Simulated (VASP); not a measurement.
Crystal: Fe2Ru.

```
Fe Ru
1.0
     0.00000    3.27237    3.27237
     3.27237    0.00000    3.27237
     3.27237    3.27237    0.00000
Fe Ru
4 2
Direct
  0.62500 0.62500 0.62500
  0.12500 0.62500 0.62500
  0.62500 0.62500 0.12500
  0.62500 0.12500 0.62500
  0.00000 0.00000 0.00000
  0.25000 0.25000 0.25000
```

| Item | Value |
| --- | --- |
| Program | VASP 6.6.1 |
| Task | relaxation of cell and atoms |
| Functional | PBE |
| Potentials or basis | VASP PAW PBE potentials, release 64 (Fe, Ru_pv) |
| Cutoff | 600 eV |
| k mesh | 4 × 4 × 4 |
| Occupations | gaussian, width 0.1 eV |
| Spin | collinear spin, ferrimagnetic start |
| Starting moments | [1.78, 1.78, 1.78, 1.78, -0.27, -0.27] μB |

At the start: pressure 3.9 GPa; volume 11.68 Å³/atom.

Problem. Where does the relaxation end?

Solution. Over 3 steps the energy falls by 2.2 meV/atom and the volume is 11.87 Å³/atom (+1.6 %); space group Fd-3m (No. 227, to 0.1 Å) before and after; moment 5.72 μB per cell.

Step by step:
| step | energy change (eV) | largest force (eV/Å) | pressure (GPa) | volume (Å³) |
| --- | --- | --- | --- | --- |
| 1 | 0.0000 | 0.0000 | 3.88 | 70.08 |
| 2 | 0.0167 | 0.0000 | -5.19 | 72.99 |
| 3 | -0.0133 | 0.0000 | -0.02 | 71.21 |

Final structure:
```
Fe Ru
1.0
     0.00000    3.28985    3.28985
     3.28985    0.00000    3.28985
     3.28985    3.28985    0.00000
Fe Ru
4 2
Direct
  0.62500 0.62500 0.62500
  0.12500 0.62500 0.62500
  0.62500 0.62500 0.12500
  0.62500 0.12500 0.62500
  0.00000 0.00000 0.00000
  0.25000 0.25000 0.25000
```

Caveat: the k points lie up to 0.41 Å⁻¹ apart in the final cell.
